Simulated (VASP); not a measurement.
A run of VASP 6.6.1 is set up as follows.

POSCAR

```
C
1.0
    0.0000000000      1.7445216597      1.7445216597
    1.7445216597      0.0000000000      1.7445216597
    1.7445216597      1.7445216597      0.0000000000
C
2
Direct
    0.0000000000      0.0000000000      0.0000000000
    0.2500000000      0.2500000000      0.2500000000
```

File INCAR.step1:

```
SYSTEM = C
PREC = Accurate
ENCUT = 520
EDIFF = 1E-5
ISMEAR = 0
SIGMA = 0.01
LREAL = .FALSE.
LASPH = .TRUE.
NELM = 100
ALGO = Normal
ISIF = 2
LWAVE = .TRUE.
LCHARG = .FALSE.
GGA = PE
NBANDS = 11
```

The input INCAR.step2:

```
SYSTEM = C
PREC = Accurate
ENCUT = 520
EDIFF = 1E-6
ISMEAR = 0
SIGMA = 0.01
LREAL = .FALSE.
LASPH = .TRUE.
NELM = 100
ALGO = Normal
ISIF = 2
LWAVE = .FALSE.
LCHARG = .FALSE.
GGA = PE
LHFCALC = .TRUE.
HFSCREEN = 0.2079
PRECFOCK = Normal
ISTART = 1
NBANDS = 11
```

Contents of KPOINTS:

```
Automatic mesh
0
G
  8 8 8
  0 0 0
```

Potentials or basis: VASP PAW PBE potentials, release 64 (C).

Command:

```console
$ cat potpaw_PBE.64/C/POTCAR > POTCAR
$ cp INCAR.step1 INCAR
$ mpirun -np 1 vasp_std > vasp.out
$ cp INCAR.step2 INCAR
$ mpirun -np 1 vasp_std > vasp.out
```

(1) What does it give for the band gap on the k mesh?

(2) Estimate the pressure.

Answers

(1) 5.44 eV, indirect (least direct gap 7.17 eV).

(2) 25.8 GPa.

Caveat: the cell differs from its parent crystal (strain -2.0%); the PAW data sets were made with another functional, which shifts forces and pressure a little.
